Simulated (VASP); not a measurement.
# Te2Mo (P6_3/mmc) in VASP: notebook

Aim: see how the results for Te2Mo move with the level of theory and the settings. Levels: PBE, r2SCAN. Tasks: single point.

Program: VASP 6.6.1. These are calculated values, not measurements. Logs are shortened: lines on timing, memory, paths and dates and some standing lists are left out, and cuts for length are marked.

## Step 1: The cell of the first run

The structure is hexagonal, space group P6_3/mmc (No. 194). Conventional cell: a = 3.542 Å, b = 3.542 Å, c = 14.177 Å, α = 90.00°, β = 90.00°, γ = 120.00°. Within 3.6 Å of Te (site symmetry 3m) lie 3 Mo at 2.72 Å and 7 Te at 3.54 to 3.59 Å. Within 3.6 Å of Mo (site symmetry -6m2) lie 6 Te at 2.72 Å and 6 Mo at 3.54 Å.

## Step 2: Single point, PBE

Contents of INCAR:

```
  ALGO = Normal
  EDIFF = 1E-7
  ENCUT = 520
  GGA = PE
  ISIF = 2
  ISMEAR = 0
  LASPH = True
  LCHARG = False
  LREAL = False
  LWAVE = False
  NBANDS = 35
  NELM = 80
  PREC = Accurate
  SIGMA = 0.01
```

Contents of KPOINTS:

```
k-points
0
Gamma
  6 6 2
```

Contents of POSCAR:

```
Te2Mo
1.0
    3.5421276173      0.0000000000      0.0000000000
   -1.7710638086      3.0675725001      0.0000000000
    0.0000000000      0.0000000000     14.1766429953
Te Mo
4 2
Direct
    0.3333333333      0.6666666667      0.6234149345
    0.6666666667      0.3333333333      0.1234149345
    0.3333333333      0.6666666667      0.8765850655
    0.6666666667      0.3333333333      0.3765850655
    0.3333333333      0.6666666667      0.2500000000
    0.6666666667      0.3333333333      0.7500000000
```

Potentials or basis: VASP PAW PBE potentials, release 64 (Te, Mo_sv).

Started as:

```bash
$ cat potpaw_PBE.64/Te/POTCAR potpaw_PBE.64/Mo_sv/POTCAR > POTCAR
$ mpirun -np 1 vasp_std > vasp.out
```

OUTCAR:

```text
EDIFF = 1E-7
   ENCUT = 520
   GGA = PE
   ISIF = 2
   ISMEAR = 0
   LASPH = True
   LREAL = False
   NELM = 80
   PREC = Accurate

 ion  position               nearest neighbor table
   1  0.333  0.667  0.623-   6 2.72   6 2.72   6 2.72   3 3.59
   2  0.667  0.333  0.123-   5 2.72   5 2.72   5 2.72   4 3.59
   3  0.333  0.667  0.877-   6 2.72   6 2.72   6 2.72   1 3.59
   4  0.667  0.333  0.377-   5 2.72   5 2.72   5 2.72   2 3.59
   5  0.333  0.667  0.250-   2 2.72   4 2.72   2 2.72   4 2.72   2 2.72   4 2.72
   6  0.667  0.333  0.750-   1 2.72   3 2.72   1 2.72   3 2.72   1 2.72   3 2.72

  LATTYP: Found a hexagonal cell.
 ALAT       =     3.5421276173
 C/A-ratio  =     4.0022959438

  Lattice vectors:

 A1 = (   3.5421276173,   0.0000000000,   0.0000000000)
 A2 = (  -1.7710638086,   3.0675725001,   0.0000000000)
 A3 = (   0.0000000000,   0.0000000000,  14.1766429953)

Analysis of symmetry for initial positions (statically):
=====================================================================
 Subroutine PRICEL returns:
 Original cell was already a primitive cell.

 Routine SETGRP: Setting up the symmetry group for a
 hexagonal supercell.

 Subroutine GETGRP returns: Found 24 space group operations
 (whereof 12 operations were pure point group operations)
 out of a pool of 24 trial point group operations.

The static configuration has the point symmetry D_3d.
 The point group associated with its full space group is D_6h.

Analysis of symmetry for dynamics (positions and initial velocities):
=====================================================================
 Subroutine PRICEL returns:
 Original cell was already a primitive cell.

 Routine SETGRP: Setting up the symmetry group for a
 hexagonal supercell.

 Subroutine GETGRP returns: Found 24 space group operations
 (whereof 12 operations were pure point group operations)
 out of a pool of 24 trial point group operations.

The dynamic configuration has the point symmetry D_3d.
 The point group associated with its full space group is D_6h.

 Subroutine INISYM returns: Found 24 space group operations
 (whereof 12 operations are pure point group operations),
 and found     1 'primitive' translations

----------------------------------------------------------------------------------------

[... 88 lines left out ...]
   NELM   =     80;   NELMIN=  2; NELMDL= -5     # of ELM steps
   EDIFF  = 0.1E-06   stopping-criterion for ELM
   LREAL  =      F    real-space projection
   EDIFFG = 0.1E-05   stopping-criterion for IOM
   NSW    =      0    number of steps for IOM
   IBRION =     -1    ionic relax: 0-MD 1-quasi-New 2-CG
   NFREE  =      0    steps in history (QN), initial steepest desc. (CG)
   ISIF   =      2    stress and relaxation
   ISYM   =      2    0-nonsym 1-usesym 2-fastsym
   POTIM  = 0.5000    time-step for ionic-motion
   TEBEG  =    0.0;   TEEND  =   0.0 temperature during run
   PSTRESS=    0.0 pullay stress
   NELECT =      52.0000    total number of electrons
   NUPDOWN=      -1.0000    fix difference up-down
   EMIN   =  10.00;   EMAX   =-10.00  energy-range for DOS
   EFERMI =   0.00;   METHOD = LEGACY
   ISMEAR =     0;   SIGMA  =   0.01  broadening in eV -4-tet -1-fermi 0-gaus
   EFERMI_NEDOS =   21; number of points for ismear=-14 and -15
   IALGO  =     38    algorithm
   IMIX   =      4    mixing-type and parameters
     AMIX     =   0.40;   BMIX     =  1.00
     AMIX_MAG =   1.60;   BMIX_MAG =  1.00
  volume/ion in A,a.u.               =      25.67       173.25
  Fermi-wavevector in a.u.,A,eV,Ry     =   1.139896  2.154091 17.678897  1.299362
  Thomas-Fermi vector in A             =   2.276599
   LORBIT       =      0    0 simple, 1 ext, 2 COOP (PROOUT), +10 PAW based schemes
   GGA     = PE    functional components
   LHFCALC =     F    Hartree Fock is set to
   AEXX    =    0.0000 exact exchange contribution
   IVDW    =     0    specifies the selected vdW correction
   LEPSILON=     F    determine dielectric tensor
   LRPA    =     F    only Hartree local field effects (RPA)
 non-spin polarized calculation
 Gauss-broadening in eV      SIGMA  =   0.01
  energy-cutoff  :      520.00
  volume of cell :      154.04
 maximum number of plane-waves:      4204
 NGX is ok and might be reduce to    28
   NGX = 13   NGY = 13   NGZ = 53

 number of electron      52.0000003 magnetization

 Free energy of the ion-electron system (eV)
  ---------------------------------------------------
  ext. energy  EPLUGINS =         0.00000000
  ---------------------------------------------------
  free energy    TOTEN  =       -36.02788082 eV

  energy without entropy =      -36.02788082  energy(sigma->0) =      -36.02788082

 E-fermi :   7.8790     XC(G=0): -10.2774

 val. band max:        7.7789310506   @ k =   0.0000   0.0000   0.0000
 cond. band min:       8.6576812254   @ k =   0.1667   0.1667   0.0000
 fundamental gap:      0.8787501749
 Fermi energy:         7.8789546937

 k-point     1 :       0.0000    0.0000    0.0000
  band No.  band energies     occupation
      1     -53.0409      2.00000
      2     -53.0408      2.00000
      3     -27.1978      2.00000
      4     -27.1978      2.00000
      5     -27.0886      2.00000
      6     -27.0886      2.00000
[... 521 lines left out ...]
     34      11.4014      0.00000
     35      12.7082      0.00000

------------------------ aborting loop because EDIFF is reached ----------------------------------------

  FORCE on cell =-STRESS in cart. coord.  units (eV):
  Direction    XX          YY          ZZ          XY          YZ          ZX
  --------------------------------------------------------------------------------------
  -------------------------------------------------------------------------------------
  Total        1.3977482      1.3977482      2.6677152      0.0000000     -0.0000000      0.0000000
  in kB       14.5380811     14.5380811     27.7470998      0.0000000     -0.0000000      0.0000000
  external PRESSURE =      18.9410873 kB  Pullay stress =       0.0000000 kB

 VOLUME and BASIS-vectors are now :
 -----------------------------------------------------------------------------
  energy-cutoff  :      520.00
  volume of cell :      154.04
      direct lattice vectors                 reciprocal lattice vectors
     3.542127617  0.000000000  0.000000000     0.282316198  0.162995333  0.000000000
    -1.771063809  3.067572500  0.000000000     0.000000000  0.325990665  0.000000000
     0.000000000  0.000000000 14.176642995     0.000000000  0.000000000  0.070538561

 POSITION                                       TOTAL-FORCE (eV/Angst)
 -----------------------------------------------------------------------------------
     -0.00000      2.04505      8.83793         0.000000      0.000000     -0.218180
      1.77106      1.02252      1.74961        -0.000000      0.000000     -0.218180
     -0.00000      2.04505     12.42703         0.000000      0.000000      0.218180
      1.77106      1.02252      5.33871        -0.000000      0.000000      0.218180
     -0.00000      2.04505      3.54416         0.000000      0.000000      0.000000
      1.77106      1.02252     10.63248        -0.000000     -0.000000      0.000000
 -----------------------------------------------------------------------------------
    total drift:                               -0.000000      0.000000     -0.000000

  FREE ENERGIE OF THE ION-ELECTRON SYSTEM (eV)
  ---------------------------------------------------
  free  energy   TOTEN  =       -36.0278808161 eV

  energy  without entropy=      -36.0278808161  energy(sigma->0) =      -36.02788082
```

stdout:

```text
POSCAR found type information on POSCAR TeMo
 POSCAR found :  2 types and       6 ions
 scaLAPACK will be used
 LDA part: xc-table for (Slater+PW92), standard interpolation
 POSCAR, INCAR and KPOINTS ok, starting setup
 FFT: planning ... GRIDC
 FFT: planning ... GRID_SOFT
 FFT: planning ... GRID
 WAVECAR not read
 entering main loop
```

Run time: 3 min. Hardware: 1 thread of AMD EPYC 7R13, shared host; peak memory 0.27 GiB.

What came out:

```
Free energy            : -36.0279 eV
Pressure               : 1.9 GPa
Largest force          : 0.218 eV/Å
Band gap on the k mesh : 0.88 eV (least direct gap 1.00 eV)
```

Forces in eV/Å, atoms in the order of the input:
```
Te   0.000  0.000 -0.218
Te   0.000  0.000 -0.218
Te   0.000  0.000  0.218
Te   0.000  0.000  0.218
Mo   0.000  0.000  0.000
Mo   0.000  0.000  0.000
```

Levels at points of the mesh, in eV from the valence-band top:
```csv
k point,band 23,band 24,band 25,band 26,band 27,band 28,band 29,band 30
"(0.00, 0.00, 0.00)",-1.05,-0.96,-0.40,0.00,2.87,2.87,2.97,2.97
"(0.50, 0.00, 0.00)",-0.96,-0.92,-0.61,-0.38,1.23,1.28,1.46,1.73
"(0.00, 0.00, 0.50)",-1.06,-1.06,-0.10,-0.10,2.90,2.90,2.90,2.90
"(0.50, 0.00, 0.50)",-0.93,-0.93,-0.50,-0.50,1.25,1.25,1.61,1.61
```

Caveat: spin-orbit coupling is left out, which moves the levels of the heavy elements; this functional lacks dispersion, which binds layers or chains, so the pressure and a relaxed spacing across them are unreliable. A hybrid or GW would open this gap; PBE tends to underestimate it.

(Continued in part 2 of 2.)
